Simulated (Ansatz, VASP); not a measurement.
**InP: VASP beside Ansatz**

```
In P
1.0
     0.00000    2.87994    2.87994
     2.87994    0.00000    2.87994
     2.87994    2.87994    0.00000
In P
1 1
Cartesian
  0.0000 0.0000 0.0000
  1.4400 1.4400 1.4400
```

Change from the starting cell: hydrostatic strain -2.5%.

Alike in both runs: task single point; functional HSE06; k mesh 6 × 6 × 6; no spin polarisation.

```csv
,VASP,Ansatz
version,VASP 6.6.1,Ansatz 0.2.0
potentials or method,"VASP PAW PBE potentials, release 64 (In_d, P)","plane waves, PAW"
plane-wave cutoff (eV),520,420
occupations,"gaussian, width 0.01 eV",fixed
valence electrons in the cell,18,18
```

|  | VASP | Ansatz | Ansatz less VASP |
| --- | --- | --- | --- |
| gap on the k mesh at the Fermi level (eV) | 1.81 | 1.82 | +0.003 |
| pressure (GPa) | 5.8 | 6.0 | +0.15 |

Ansatz's warnings: stress exchange threshold loose, stress scf threshold loose.
